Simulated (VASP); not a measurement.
# Cd (P6_3/mmc) in VASP: further runs

Runs on Cd. Level: PBE. Tasks: single point.

All numbers are computed with VASP 6.6.1; they aren't measurements. Logs are shortened: lines on timing, memory, paths and dates and some standing lists are left out, and cuts for length are marked.

### 1 The cell of the first run

Symmetry: P6_3/mmc, No. 194, hexagonal system. The conventional cell has a = 2.919 Å, b = 2.919 Å, c = 5.618 Å, α = 90.00°, β = 90.00°, γ = 120.00°. Cd (site symmetry -6m2) has 12 Cd at 2.92 to 3.28 Å within 3.8 Å.

### 2 Single point, PBE (strain -0.0200 x Voigt [1, 1, 0, 0, 0, 0])

Input file INCAR:

```
SYSTEM = Cd
  PREC = Accurate
  ENCUT = 630
  EDIFF = 1E-6
  ISMEAR = 0
  SIGMA = 0.15
  LREAL = .False.
  LASPH = .True.
  NELM = 120
  ALGO = Normal
  ISIF = 2
  LWAVE = .False.
  LCHARG = .False.
  GGA = PE
  NBANDS = 27
  GGA_COMPAT = .False.
```

Input file KPOINTS:

```
regular mesh
0
Gamma
  18 18 8
  0 0 0
```

Input file POSCAR:

```
Cd
1.0
    2.9192950579      0.0000000000      0.0000000000
   -1.4596475289      2.5281836813      0.0000000000
    0.0000000000      0.0000000000      5.6176500000
Cd
2
Direct
    0.3333333333      0.6666666667      0.2500000000
    0.6666666667      0.3333333333      0.7500000000
```

Potentials or basis: VASP PAW PBE potentials, release 64 (Cd_sv_GW).

Started as:

```
cat potpaw_PBE.64/Cd_sv_GW/POTCAR > POTCAR
mpirun -np 1 vasp_std > vasp.out
```

OUTCAR:

```text
SYSTEM = Cd
   PREC = Accurate
   ENCUT = 630
   EDIFF = 1E-6
   ISMEAR = 0
   LREAL = .False.
   LASPH = .True.
   NELM = 120
   ISIF = 2
   GGA = PE

 ion  position               nearest neighbor table
   1  0.333  0.667  0.250-
   2  0.667  0.333  0.750-

  LATTYP: Found a hexagonal cell.
 ALAT       =     2.9192950579
 C/A-ratio  =     1.9243173056

  Lattice vectors:

 A1 = (   2.9192950579,   0.0000000000,   0.0000000000)
 A2 = (  -1.4596475289,   2.5281836813,   0.0000000000)
 A3 = (   0.0000000000,   0.0000000000,   5.6176500000)

Analysis of symmetry for initial positions (statically):
=====================================================================
 Subroutine PRICEL returns:
 Original cell was already a primitive cell.

 Routine SETGRP: Setting up the symmetry group for a
 hexagonal supercell.

 Subroutine GETGRP returns: Found 24 space group operations
 (whereof 12 operations were pure point group operations)
 out of a pool of 24 trial point group operations.

The static configuration has the point symmetry D_3d.
 The point group associated with its full space group is D_6h.

Analysis of symmetry for dynamics (positions and initial velocities):
=====================================================================
 Subroutine PRICEL returns:
 Original cell was already a primitive cell.

 Routine SETGRP: Setting up the symmetry group for a
 hexagonal supercell.

 Subroutine GETGRP returns: Found 24 space group operations
 (whereof 12 operations were pure point group operations)
 out of a pool of 24 trial point group operations.

The dynamic configuration has the point symmetry D_3d.
 The point group associated with its full space group is D_6h.

 Subroutine INISYM returns: Found 24 space group operations
 (whereof 12 operations are pure point group operations),
 and found     1 'primitive' translations

----------------------------------------------------------------------------------------

                                     Primitive cell

  volume of cell :      41.4611

  direct lattice vectors                    reciprocal lattice vectors
     2.919295058  0.000000000  0.000000000     0.342548451  0.197770440  0.000000000
    -1.459647529  2.528183681  0.000000000     0.000000000  0.395540881  0.000000000
     0.000000000  0.000000000  5.617650000     0.000000000  0.000000000  0.178010378

  length of vectors
     2.919295058  2.919295058  5.617650000     0.395540881  0.395540881  0.178010378

  position of ions in fractional coordinates (direct lattice)
     0.333333333  0.666666667  0.250000000
     0.666666667  0.333333333  0.750000000

  ion indices of the primitive-cell ions
   primitive index   ion index
                 1           1
                 2           2

----------------------------------------------------------------------------------------

 KPOINTS: regular mesh

Automatic generation of k-mesh.
 Grid dimensions read from file:
 generate k-points for:   18   18    8

 Generating k-lattice:

  Cartesian coordinates                     Fractional coordinates (reciprocal lattice)
     0.019030469  0.010987247  0.000000000     0.055555556  0.000000000  0.000000000
     0.000000000  0.021974493  0.000000000     0.000000000  0.055555556  0.000000000
     0.000000000  0.000000000  0.022251297     0.000000000  0.000000000  0.125000000

  Length of vectors
     0.021974493  0.021974493  0.022251297

  Shift w.r.t. Gamma in fractional coordinates (k-lattice)
     0.000000000  0.000000000  0.000000000

 Subroutine IBZKPT returns following result:
 ===========================================

 Found    185 irreducible k-points:

 Following reciprocal coordinates:
            Coordinates               Weight
  0.000000  0.000000  0.000000      1.000000
  0.055556  0.000000  0.000000      6.000000
  0.111111  0.000000  0.000000      6.000000
  0.166667 -0.000000  0.000000      6.000000
  0.222222 -0.000000  0.000000      6.000000
  0.277778 -0.000000  0.000000      6.000000
[... 16 lines left out ...]
  0.333333  0.111111  0.000000     12.000000
  0.388889  0.111111  0.000000     12.000000
 [... further k-points ...]
   k-points           NKPTS =    185   k-points in BZ     NKDIM =    185   number of bands    NBANDS=     27
   number of dos      NEDOS =    301   number of ions     NIONS =      2
   total plane-waves  NPLWV =  27648
   dimension x,y,z NGX =    24 NGY =   24 NGZ =   48
   dimension x,y,z NGXF=    48 NGYF=   48 NGZF=   96
   ions per type =               2
   NGX,Y,Z   is equivalent  to a cutoff of  13.67, 13.67, 14.20 a.u.
   NGXF,Y,Z  is equivalent  to a cutoff of  27.33, 27.33, 28.41 a.u.
 SYSTEM =  Cd
   PREC   = accura    normal or accurate (medium, high low for compatibility)
   ISTART =      0    job   : 0-new  1-cont  2-samecut
   ICHARG =      2    charge: 1-file 2-atom 10-const
   ISPIN  =      1    spin polarized calculation?
   LNONCOLLINEAR =      F non collinear calculations
   LSORBIT =      F    spin-orbit coupling
   LASPH  =      T    aspherical Exc in radial PAW
   ENCUT  =  630.0 eV  46.30 Ry    6.80 a.u.   5.97  5.97 11.50*2*pi/ulx,y,z
   NELM   =    120;   NELMIN=  2; NELMDL= -5     # of ELM steps
   EDIFF  = 0.1E-05   stopping-criterion for ELM
   LREAL  =      F    real-space projection
   EDIFFG = 0.1E-04   stopping-criterion for IOM
   NSW    =      0    number of steps for IOM
   IBRION =     -1    ionic relax: 0-MD 1-quasi-New 2-CG
   NFREE  =      0    steps in history (QN), initial steepest desc. (CG)
   ISIF   =      2    stress and relaxation
   ISYM   =      2    0-nonsym 1-usesym 2-fastsym
   POTIM  = 0.5000    time-step for ionic-motion
   TEBEG  =    0.0;   TEEND  =   0.0 temperature during run
   PSTRESS=    0.0 pullay stress
   NELECT =      40.0000    total number of electrons
   NUPDOWN=      -1.0000    fix difference up-down
   EMIN   =  10.00;   EMAX   =-10.00  energy-range for DOS
   EFERMI =   0.00;   METHOD = LEGACY
   ISMEAR =     0;   SIGMA  =   0.15  broadening in eV -4-tet -1-fermi 0-gaus
   EFERMI_NEDOS =   21; number of points for ismear=-14 and -15
   IALGO  =     38    algorithm
   IMIX   =      4    mixing-type and parameters
     AMIX     =   0.40;   BMIX     =  1.00
     AMIX_MAG =   1.60;   BMIX_MAG =  1.00
  volume/ion in A,a.u.               =      20.73       139.90
  Fermi-wavevector in a.u.,A,eV,Ry     =   1.617637  3.056891 35.603037  2.616749
  Thomas-Fermi vector in A             =   2.712030
   LORBIT       =      0    0 simple, 1 ext, 2 COOP (PROOUT), +10 PAW based schemes
   GGA     = PE    functional components
   LHFCALC =     F    Hartree Fock is set to
   AEXX    =    0.0000 exact exchange contribution
   IVDW    =     0    specifies the selected vdW correction
   LEPSILON=     F    determine dielectric tensor
   LRPA    =     F    only Hartree local field effects (RPA)
 non-spin polarized calculation
 Gauss-broadening in eV      SIGMA  =   0.15
  energy-cutoff  :      630.00
  volume of cell :       41.46
 maximum number of plane-waves:      1516
 NGX is ok and might be reduce to    24
   NGX = 11   NGY = 11   NGZ = 23

 number of electron      39.9999994 magnetization

 Free energy of the ion-electron system (eV)
  ---------------------------------------------------
  ext. energy  EPLUGINS =         0.00000000
  ---------------------------------------------------
  free energy    TOTEN  =        -1.52198096 eV

  energy without entropy =       -1.51776332  energy(sigma->0) =       -1.51987214

 E-fermi :   7.0354     XC(G=0): -11.5147

 val. band max:        7.0029429543   @ k =   0.2222   0.0556   0.1250
 cond. band min:       7.0851747047   @ k =   0.0556   0.0556   0.2500
 fundamental gap:      0.0822317504
 Fermi energy:         7.0354472585

 k-point     1 :       0.0000    0.0000    0.0000
  band No.  band energies     occupation
      1     -96.2629      2.00000
      2     -96.2617      2.00000
      3     -57.3107      2.00000
      4     -57.2897      2.00000
      5     -57.2684      2.00000
      6     -57.2684      2.00000
[... 19 lines left out ...]
     26      22.4489      0.00000
     27      22.4490      0.00000

 k-point     2 :       0.0556    0.0000    0.0000
  band No.  band energies     occupation
      1     -96.2627      2.00000
      2     -96.2615      2.00000
      3     -57.3103      2.00000
      4     -57.2897      2.00000
      5     -57.2705      2.00000
      6     -57.2690      2.00000
[... 19 lines left out ...]
     26      21.7522      0.00000
     27      22.6697      0.00000

 k-point     3 :       0.1111    0.0000    0.0000
  band No.  band energies     occupation
      1     -96.2622      2.00000
      2     -96.2611      2.00000
      3     -57.3092      2.00000
      4     -57.2894      2.00000
      5     -57.2762      2.00000
      6     -57.2742      2.00000
[... 19 lines left out ...]
     26      21.6899      0.00000
     27      22.9205      0.00000

 k-point     4 :       0.1667   -0.0000    0.0000
  band No.  band energies     occupation
      1     -96.2614      2.00000
      2     -96.2603      2.00000
      3     -57.3076      2.00000
      4     -57.2892      2.00000
      5     -57.2852      2.00000
      6     -57.2832      2.00000
[... 19 lines left out ...]
     26      21.0757      0.00000
     27      21.2243      0.00000
[... 516 lines left out ...]
      4     -57.3168      2.00000
      5     -57.3001      2.00000
      6     -57.2888      2.00000
[... 19 lines left out ...]
     26      19.0485      0.00000
     27      19.3453      0.00000

 k-point    23 :       0.3333    0.1111    0.0000
  band No.  band energies     occupation
      1     -96.2574      2.00000
      2     -96.2569      2.00000
      3     -57.3263      2.00000
      4     -57.3244      2.00000
      5     -57.2980      2.00000
      6     -57.2890      2.00000
[... 19 lines left out ...]
     26      18.5433      0.00000
     27      19.0037      0.00000

 k-point    24 :       0.3889    0.1111    0.0000
  band No.  band energies     occupation
      1     -96.2569      2.00000
      2     -96.2565      2.00000
      3     -57.3314      2.00000
      4     -57.3293      2.00000
      5     -57.2964      2.00000
      6     -57.2906      2.00000
[... 19 lines left out ...]
     26      18.2187      0.00000
     27      18.7949      0.00000

 [... further k-points ...]

------------------------ aborting loop because EDIFF is reached ----------------------------------------

  FORCE on cell =-STRESS in cart. coord.  units (eV):
  Direction    XX          YY          ZZ          XY          YZ          ZX
  --------------------------------------------------------------------------------------
  -------------------------------------------------------------------------------------
  Total        1.7247005      1.7247005      1.0624313      0.0000000     -0.0000000     -0.0000000
  in kB       66.6473637     66.6473637     41.0553864      0.0000000     -0.0000000     -0.0000000
  external PRESSURE =      58.1167046 kB  Pullay stress =       0.0000000 kB

 VOLUME and BASIS-vectors are now :
 -----------------------------------------------------------------------------
  energy-cutoff  :      630.00
  volume of cell :       41.46
      direct lattice vectors                 reciprocal lattice vectors
     2.919295058  0.000000000  0.000000000     0.342548451  0.197770440  0.000000000
    -1.459647529  2.528183681  0.000000000     0.000000000  0.395540881  0.000000000
     0.000000000  0.000000000  5.617650000     0.000000000  0.000000000  0.178010378

 POSITION                                       TOTAL-FORCE (eV/Angst)
 -----------------------------------------------------------------------------------
     -0.00000      1.68546      1.40441        -0.000000      0.000000      0.000000
      1.45965      0.84273      4.21324         0.000000      0.000000      0.000000
 -----------------------------------------------------------------------------------
    total drift:                                0.000000     -0.000000      0.000000

  FREE ENERGIE OF THE ION-ELECTRON SYSTEM (eV)
  ---------------------------------------------------
  free  energy   TOTEN  =        -1.5219809620 eV

  energy  without entropy=       -1.5177633222  energy(sigma->0) =       -1.51987214
```

Run time: 4 min. Hardware: 1 thread of AMD EPYC 7R43 (Zen 3), shared host; peak memory 0.34 GiB.

Results:

```
Free energy            : -1.5220 eV
Pressure               : 5.8 GPa
Band gap on the k mesh : zero (bands 20 and 21 overlap by 4.91 eV)
```

Levels at points of the mesh, in eV from the Fermi level:
```tsv
k point	band 16	band 17	band 18	band 19	band 20	band 21	band 22	band 23	band 24	band 25
(0.00, 0.00, 0.00)	-8.83	-8.83	-8.59	-8.59	-3.36	-3.28	9.97	13.92	14.73	15.09
(0.50, 0.00, 0.00)	-8.64	-8.28	-8.25	-2.45	-1.82	1.90	2.98	3.27	5.26	8.60
(0.00, 0.00, 0.50)	-8.70	-8.70	-8.70	-7.68	-7.68	3.42	3.42	14.20	14.20	16.23
(0.50, 0.00, 0.50)	-8.61	-8.26	-8.26	-1.69	-1.69	0.21	0.21	7.89	7.89	10.25
```

Caveat: the cell differs from its parent crystal (strain -0.0200 x Voigt [1, 1, 0, 0, 0, 0]); the cell stands under pressure.

(Continued in part 2 of 2.)

The gap in the log of VASP goes by the Fermi energy; the results here count the filled bands.